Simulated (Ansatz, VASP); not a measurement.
Two plane-wave programs on As

```
CELL_PARAMETERS angstrom
3.46300 0.00000 0.00000
-1.73150 2.99905 0.00000
0.00000 0.00000 28.57424
ATOMIC_POSITIONS crystal
As 0.33333 0.66667 0.46332
As 0.66667 0.33333 0.53668
```

Alike in both runs: task single point; functional PBE; dispersion D3(BJ); k mesh 9 × 9 × 1; occupations gaussian, width 0.02 eV; no spin polarisation.

|  | VASP | Ansatz |
| --- | --- | --- |
| version | VASP 6.6.1 | Ansatz 0.2.0 |
| potentials or method | VASP PAW PBE potentials, release 64 (As), cutoff 520 eV | scalar-relativistic, plane waves, PAW |
| valence electrons in the cell | 10 | 30 |

VASP gave:

```
gap on the k mesh at the Fermi level (eV)  : none
rms of the force components (eV/Å)         : 1.537
work function, face that differs most (eV) : 4.23
```

Which values does Ansatz return?

gap on the k mesh at the Fermi level (eV): none; rms of the force components (eV/Å): 1.536; work function, face that differs most (eV): 4.23.

Atom by atom the forces differ by 0.001 eV/Å (rms over components). A gap of «none» marks a metal or a gap that the smearing closes. VASP's potentials hold 10 valence electrons a cell and Ansatz's 30, so a difference there can come from the potentials and not from the codes.
